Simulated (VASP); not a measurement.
# Mo (I4/mmm) in VASP: further runs

Mo is run at these levels: PBE; tasks: single point.

Program: VASP 6.6.1. These are calculated values, not measurements. Logs are shortened: lines on timing, memory, paths and dates and some standing lists are left out, and cuts for length are marked.

**1. The cell of the first run**

The structure is tetragonal, space group I4/mmm (No. 139). The conventional cell has a = 3.142 Å, b = 3.142 Å, c = 3.417 Å, α = 90.00°, β = 90.00°, γ = 90.00°. Within 3.7 Å of Mo (site symmetry 4/mmm) lie 14 Mo at 2.80 to 3.42 Å.

**2. Single point, PBE (strain +0.0875 x Voigt [1, 0, 0, 0, 0, 0])**

Contents of INCAR:

```
ALGO = Fast
EDIFF = 1E-7
ENCUT = 520
GGA = PE
ISIF = 2
ISMEAR = 0
LASPH = T
LCHARG = F
LREAL = F
LWAVE = F
NBANDS = 13
NELM = 80
PREC = Accurate
SIGMA = 0.15
```

Contents of KPOINTS:

```
k-points
0
Gamma
  22 22 22
```

Contents of POSCAR:

```
Mo
1.0
   -1.7084625000      1.5710000000      1.5710000000
    1.7084625000     -1.5710000000      1.5710000000
    1.7084625000      1.5710000000     -1.5710000000
Mo
1
Direct
    0.0000000000      0.0000000000      0.0000000000
```

Potentials or basis: VASP PAW PBE potentials, release 64 (Mo_sv).

The run is started by

```sh
$ cat potpaw_PBE.64/Mo_sv/POTCAR > POTCAR
$ mpirun -np 1 vasp_std > vasp.out
```

OUTCAR:

```text
EDIFF = 1E-7
   ENCUT = 520
   GGA = PE
   ISIF = 2
   ISMEAR = 0
   LASPH = T
   LREAL = F
   NELM = 80
   PREC = Accurate

 ion  position               nearest neighbor table
   1  0.000  0.000  0.000-

  LATTYP: Found a body centered tetragonal cell.
 ALAT       =     3.1420000000
 C/A-ratio  =     1.0875000000

  Lattice vectors:

 A1 = (  -1.7084625000,   1.5710000000,  -1.5710000000)
 A2 = (  -1.7084625000,  -1.5710000000,   1.5710000000)
 A3 = (   1.7084625000,   1.5710000000,   1.5710000000)

Analysis of symmetry for initial positions (statically):
=====================================================================
 Subroutine PRICEL returns:
 Original cell was already a primitive cell.

 Routine SETGRP: Setting up the symmetry group for a
 body centered tetragonal supercell.

 Subroutine GETGRP returns: Found 16 space group operations
 (whereof 16 operations were pure point group operations)
 out of a pool of 16 trial point group operations.

The static configuration has the point symmetry D_4h.

Analysis of symmetry for dynamics (positions and initial velocities):
=====================================================================
 Subroutine PRICEL returns:
 Original cell was already a primitive cell.

 Routine SETGRP: Setting up the symmetry group for a
 body centered tetragonal supercell.

 Subroutine GETGRP returns: Found 16 space group operations
 (whereof 16 operations were pure point group operations)
 out of a pool of 16 trial point group operations.

The dynamic configuration has the point symmetry D_4h.

 Subroutine INISYM returns: Found 16 space group operations
 (whereof 16 operations are pure point group operations),
 and found     1 'primitive' translations

----------------------------------------------------------------------------------------

                                     Primitive cell

  volume of cell :      16.8662

  direct lattice vectors                    reciprocal lattice vectors
    -1.708462500  1.571000000  1.571000000     0.000000000  0.318268619  0.318268619
     1.708462500 -1.571000000  1.571000000     0.292660799  0.000000000  0.318268619
     1.708462500  1.571000000 -1.571000000     0.292660799  0.318268619  0.000000000

  length of vectors
     2.802664110  2.802664110  2.802664110     0.450099797  0.432371665  0.432371665

  position of ions in fractional coordinates (direct lattice)
     0.000000000  0.000000000  0.000000000

  ion indices of the primitive-cell ions
   primitive index   ion index
                 1           1

----------------------------------------------------------------------------------------

 KPOINTS: k-points

Automatic generation of k-mesh.
 Grid dimensions read from file:
 generate k-points for:   22   22   22

 Generating k-lattice:

  Cartesian coordinates                     Fractional coordinates (reciprocal lattice)
     0.000000000  0.014466755  0.014466755     0.045454545  0.000000000  0.000000000
     0.013302764  0.000000000  0.014466755    -0.000000000  0.045454545  0.000000000
     0.013302764  0.014466755  0.000000000    -0.000000000  0.000000000  0.045454545

  Length of vectors
     0.020459082  0.019653258  0.019653258

  Shift w.r.t. Gamma in fractional coordinates (k-lattice)
     0.000000000  0.000000000  0.000000000

 Subroutine IBZKPT returns following result:
 ===========================================

 Found    834 irreducible k-points:

 Following reciprocal coordinates:
            Coordinates               Weight
  0.000000  0.000000  0.000000      1.000000
  0.045455  0.000000  0.000000      4.000000
  0.090909  0.000000  0.000000      4.000000
  0.136364  0.000000  0.000000      4.000000
  0.181818  0.000000  0.000000      4.000000
  0.227273  0.000000  0.000000      4.000000
[... 16 lines left out ...]
  0.454545  0.045455  0.000000     16.000000
 -0.000000  0.090909  0.000000      8.000000
 [... further k-points ...]
   k-points           NKPTS =    834   k-points in BZ     NKDIM =    834   number of bands    NBANDS=     13
   number of dos      NEDOS =    301   number of ions     NIONS =      1
   total plane-waves  NPLWV =  13824
   dimension x,y,z NGX =    24 NGY =   24 NGZ =   24
   dimension x,y,z NGXF=    48 NGYF=   48 NGZF=   48
   ions per type =               1
   NGX,Y,Z   is equivalent  to a cutoff of  14.24, 14.24, 14.24 a.u.
   NGXF,Y,Z  is equivalent  to a cutoff of  28.47, 28.47, 28.47 a.u.
 SYSTEM =  unknown system
   PREC   = accura    normal or accurate (medium, high low for compatibility)
   ISTART =      0    job   : 0-new  1-cont  2-samecut
   ICHARG =      2    charge: 1-file 2-atom 10-const
   ISPIN  =      1    spin polarized calculation?
   LNONCOLLINEAR =      F non collinear calculations
   LSORBIT =      F    spin-orbit coupling
   LASPH  =      T    aspherical Exc in radial PAW
   ENCUT  =  520.0 eV  38.22 Ry    6.18 a.u.   5.21  5.21  5.21*2*pi/ulx,y,z
   NELM   =     80;   NELMIN=  2; NELMDL= -5     # of ELM steps
   EDIFF  = 0.1E-06   stopping-criterion for ELM
   LREAL  =      F    real-space projection
   EDIFFG = 0.1E-05   stopping-criterion for IOM
   NSW    =      0    number of steps for IOM
   IBRION =     -1    ionic relax: 0-MD 1-quasi-New 2-CG
   NFREE  =      0    steps in history (QN), initial steepest desc. (CG)
   ISIF   =      2    stress and relaxation
   ISYM   =      2    0-nonsym 1-usesym 2-fastsym
   POTIM  = 0.5000    time-step for ionic-motion
   TEBEG  =    0.0;   TEEND  =   0.0 temperature during run
   PSTRESS=    0.0 pullay stress
   NELECT =      14.0000    total number of electrons
   NUPDOWN=      -1.0000    fix difference up-down
   EMIN   =  10.00;   EMAX   =-10.00  energy-range for DOS
   EFERMI =   0.00;   METHOD = LEGACY
   ISMEAR =     0;   SIGMA  =   0.15  broadening in eV -4-tet -1-fermi 0-gaus
   EFERMI_NEDOS =   21; number of points for ismear=-14 and -15
   IALGO  =     68    algorithm
   IMIX   =      4    mixing-type and parameters
     AMIX     =   0.40;   BMIX     =  1.00
     AMIX_MAG =   1.60;   BMIX_MAG =  1.00
  volume/ion in A,a.u.               =      16.87       113.82
  Fermi-wavevector in a.u.,A,eV,Ry     =   1.538550  2.907438 32.206836  2.367136
  Thomas-Fermi vector in A             =   2.644903
   LORBIT       =      0    0 simple, 1 ext, 2 COOP (PROOUT), +10 PAW based schemes
   GGA     = PE    functional components
   LHFCALC =     F    Hartree Fock is set to
   AEXX    =    0.0000 exact exchange contribution
   IVDW    =     0    specifies the selected vdW correction
   LEPSILON=     F    determine dielectric tensor
   LRPA    =     F    only Hartree local field effects (RPA)
 non-spin polarized calculation
 RMM-DIIS sequential band-by-band and
 Gauss-broadening in eV      SIGMA  =   0.15
  energy-cutoff  :      520.00
  volume of cell :       16.87
 maximum number of plane-waves:       476
 NGX is ok and might be reduce to    24
   NGX = 11   NGY = 11   NGZ = 11

 number of electron      14.0000001 magnetization

 Free energy of the ion-electron system (eV)
  ---------------------------------------------------
  ext. energy  EPLUGINS =         0.00000000
  ---------------------------------------------------
  free energy    TOTEN  =       -10.82921303 eV

  energy without entropy =      -10.82117257  energy(sigma->0) =      -10.82519280

 E-fermi :  11.3966     XC(G=0): -12.9651

 val. band max:       11.3962147166   @ k =   0.4091  -0.3636   0.1818
 cond. band min:      11.4058018665   @ k =   0.3636   0.0000   0.0000
 fundamental gap:      0.0095871498
 Fermi energy:        11.3966099686

 k-point     1 :       0.0000    0.0000    0.0000
  band No.  band energies     occupation
      1     -49.8673      2.00000
      2     -23.2993      2.00000
      3     -23.2853      2.00000
      4     -23.2853      2.00000
      5       4.4385      2.00000
      6       9.9725      2.00000
      7       9.9725      2.00000
      8      10.7840      2.00000
      9      12.3515      0.00000
     10      13.3640      0.00000
     11      25.2196      0.00000
     12      26.6802      0.00000
     13      26.6802      0.00000

 k-point     2 :       0.0455    0.0000    0.0000
  band No.  band energies     occupation
      1     -49.8633      2.00000
      2     -23.3085      2.00000
      3     -23.3076      2.00000
      4     -23.2866      2.00000
      5       4.5283      2.00000
      6       9.9155      2.00000
      7      10.0526      2.00000
      8      10.7625      2.00000
      9      12.3682      0.00000
     10      13.2983      0.00000
     11      25.3757      0.00000
     12      26.7411      0.00000
     13      26.8062      0.00000

 k-point     3 :       0.0909    0.0000    0.0000
  band No.  band energies     occupation
      1     -49.8514      2.00000
      2     -23.3761      2.00000
      3     -23.3319      2.00000
      4     -23.2904      2.00000
      5       4.7902      2.00000
      6       9.7538      2.00000
      7      10.2910      2.00000
      8      10.6870      2.00000
      9      12.4193      0.00000
     10      13.1427      0.00000
     11      25.8336      0.00000
     12      26.8963      0.00000
     13      27.1316      0.00000

 k-point     4 :       0.1364    0.0000    0.0000
  band No.  band energies     occupation
      1     -49.8327      2.00000
      2     -23.4815      2.00000
      3     -23.3699      2.00000
      4     -23.2964      2.00000
      5       5.2003      2.00000
      6       9.5113      2.00000
      7      10.5391      2.00000
      8      10.6811      2.00000
      9      12.5071      0.00000
     10      12.9937      0.00000
     11      26.5646      0.00000
     12      27.0500      0.00000
     13      27.5126      0.00000

 k-point     5 :       0.1818    0.0000    0.0000
  band No.  band energies     occupation
      1     -49.8085      2.00000
      2     -23.6150      2.00000
      3     -23.4183      2.00000
      4     -23.3041      2.00000
      5       5.7098      2.00000
      6       9.2192      2.00000
      7      10.3388      2.00000
      8      11.2119      1.91845
      9      12.6340      0.00000
     10      12.9344      0.00000
     11      27.0200      0.00000
     12      27.5292      0.00000
     13      27.7427      0.00000
[... 257 lines left out ...]
 k-point    22 :       0.4091    0.0455    0.0000
  band No.  band energies     occupation
      1     -49.6723      2.00000
      2     -24.3129      2.00000
      3     -23.6841      2.00000
      4     -23.3554      2.00000
      5       6.6055      2.00000
      6       7.9065      2.00000
      7      12.3136      0.00000
      8      13.5686      0.00000
      9      13.9015      0.00000
     10      15.4644      0.00000
     11      23.0734      0.00000
     12      23.4393      0.00000
     13      27.1414      0.00000

 k-point    23 :       0.4545    0.0455    0.0000
  band No.  band energies     occupation
      1     -49.6641      2.00000
      2     -24.3527      2.00000
      3     -23.7001      2.00000
      4     -23.3581      2.00000
      5       6.5355      2.00000
      6       7.8376      2.00000
      7      12.7582      0.00000
      8      13.5735      0.00000
      9      14.0800      0.00000
     10      15.8571      0.00000
     11      22.4963      0.00000
     12      23.1206      0.00000
     13      26.5962      0.00000

 k-point    24 :      -0.0000    0.0909    0.0000
  band No.  band energies     occupation
      1     -49.8525      2.00000
      2     -23.3850      2.00000
      3     -23.3114      2.00000
      4     -23.2922      2.00000
      5       4.7620      2.00000
      6       9.9533      2.00000
      7      10.0121      2.00000
      8      10.8748      2.00000
      9      12.2118      0.00000
     10      13.2638      0.00000
     11      25.6958      0.00000
     12      26.8983      0.00000
     13      27.2167      0.00000

 [... further k-points ...]

------------------------ aborting loop because EDIFF is reached ----------------------------------------

  FORCE on cell =-STRESS in cart. coord.  units (eV):
  Direction    XX          YY          ZZ          XY          YZ          ZX
  --------------------------------------------------------------------------------------
  -------------------------------------------------------------------------------------
  Total       -2.7873451     -0.7704192     -0.7704192      0.0000000      0.0000000     -0.0000000
  in kB     -264.7789891    -73.1846295    -73.1846295      0.0000000      0.0000000     -0.0000000
  external PRESSURE =    -137.0494160 kB  Pullay stress =       0.0000000 kB

 VOLUME and BASIS-vectors are now :
 -----------------------------------------------------------------------------
  energy-cutoff  :      520.00
  volume of cell :       16.87
      direct lattice vectors                 reciprocal lattice vectors
    -1.708462500  1.571000000  1.571000000     0.000000000  0.318268619  0.318268619
     1.708462500 -1.571000000  1.571000000     0.292660799  0.000000000  0.318268619
     1.708462500  1.571000000 -1.571000000     0.292660799  0.318268619  0.000000000

 POSITION                                       TOTAL-FORCE (eV/Angst)
 -----------------------------------------------------------------------------------
      0.00000      0.00000      0.00000         0.000000      0.000000     -0.000000
 -----------------------------------------------------------------------------------
    total drift:                                0.000000      0.000000      0.000000

  FREE ENERGIE OF THE ION-ELECTRON SYSTEM (eV)
  ---------------------------------------------------
  free  energy   TOTEN  =       -10.8292130274 eV

  energy  without entropy=      -10.8211725741  energy(sigma->0) =      -10.82519280
```

Wall time 3.1 min (1 thread of Intel Xeon 8259CL, shared host); peak memory 0.29 GiB.

Results:

| Quantity | Value |
| --- | --- |
| Free energy | -10.8292 eV |
| Pressure | -13.7 GPa |
| Band gap on the k mesh | zero (bands 7 and 8 overlap by 4.30 eV) |

Stress tensor (GPa, compression positive):
```
-26.48   0.00   0.00
  0.00  -7.32   0.00
  0.00   0.00  -7.32
```

Caveat: the cell differs from its parent crystal (strain +0.0875 x Voigt [1, 0, 0, 0, 0, 0]); the stress differs along the axes, from -26 to -7 GPa.

**3. Single point, PBE (strain +0.1000 x Voigt [1, 0, 0, 0, 0, 0])**

Contents of INCAR:

```
PREC = Accurate
ENCUT = 520
EDIFF = 1E-6
ISMEAR = 0
SIGMA = 0.15
LREAL = False
LASPH = True
NELM = 80
ALGO = Fast
ISIF = 2
LWAVE = False
LCHARG = True
GGA = PE
LELF = True
LVHAR = True
NBANDS = 13
```

Contents of KPOINTS:

```
regular mesh
0
Gamma
  22 22 22
```

Contents of POSCAR:

```
Mo
1.0
   -1.7281000000      1.5710000000      1.5710000000
    1.7281000000     -1.5710000000      1.5710000000
    1.7281000000      1.5710000000     -1.5710000000
Mo
1
Direct
    0.0000000000      0.0000000000      0.0000000000
```

Potentials or basis: VASP PAW PBE potentials, release 64 (Mo_sv).

The run is started by

```sh
$ cat potpaw_PBE.64/Mo_sv/POTCAR > POTCAR
$ mpirun -np 1 vasp_std > vasp.out
```

Run time: 3.3 min. Hardware: 1 thread of Intel Xeon 8259CL, shared host; peak memory 0.29 GiB.

The run converged. Its results:

```
Free energy            : -10.7954 eV
Pressure               : -15.6 GPa
Band gap on the k mesh : zero (bands 7 and 8 overlap by 4.18 eV)
```

Stress tensor (GPa, compression positive):
```
-29.39   0.00   0.00
  0.00  -8.75   0.00
  0.00   0.00  -8.75
```

Levels at points of the mesh, in eV from the Fermi level:
| k point | band 4 | band 5 | band 6 | band 7 | band 8 | band 9 | band 10 | band 11 |
| --- | --- | --- | --- | --- | --- | --- | --- | --- |
| (0.00, 0.00, 0.00) | -34.70 | -6.91 | -1.41 | -1.41 | -0.51 | 0.87 | 1.98 | 13.71 |
| (0.50, 0.00, 0.00) | -34.77 | -4.86 | -3.60 | 1.84 | 2.27 | 2.48 | 4.28 | 10.99 |
| (0.00, 0.50, 0.00) | -34.71 | -4.77 | -2.60 | 0.75 | 1.17 | 2.26 | 4.03 | 10.12 |
| (0.50, 0.50, 0.50) | -35.36 | -4.88 | -4.66 | 3.35 | 3.63 | 3.63 | 6.86 | 9.27 |

Caveat: the cell differs from its parent crystal (strain +0.1000 x Voigt [1, 0, 0, 0, 0, 0]); the stress differs along the axes, from -29 to -9 GPa.
